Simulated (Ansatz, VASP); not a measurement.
# One calculation of Re, two programs

```
Re
1.0
     2.58543    0.00000    0.00000
    -1.29272    2.23905    0.00000
     0.00000    0.00000    4.13407
Re
2
Direct
  0.33333 0.66667 0.25000
  0.66667 0.33333 0.75000
```

Change from the starting cell: volume scaled by 0.98, crystal datasets.

Alike in both runs: task electric field gradients; functional LDA; k mesh 14 × 14 × 8; occupations fermi-dirac, width 0.05 eV; no spin polarisation.

|  | VASP | Ansatz |
| --- | --- | --- |
| version | VASP 6.6.1 | Ansatz 0.2.0 |
| potentials or method | VASP PAW LDA potentials, release 64 (Re), cutoff 520 eV | all-electron PAW with datasets made for the crystal, scalar-relativistic |

```csv
,VASP,Ansatz,Ansatz less VASP
pressure (GPa),113.5,107.1,-6.36
"traceless stress, the component that is largest in VASP (GPa)",4.71,4.82,+0.103
size of Vzz on the site where it differs most (V/Å²),102.9,80.5,-22.38
```

LDA's correlation is that of Perdew and Zunger in VASP and of Perdew and Wang (1992) in Ansatz. Both programs put the cell under a high pressure, so it lies far from rest at this level. Ansatz ran all-electron here, and VASP with PAW potentials.

Neither program's run includes spin-orbit coupling. Noted on VASP's run: the cell as given lies far from equilibrium.
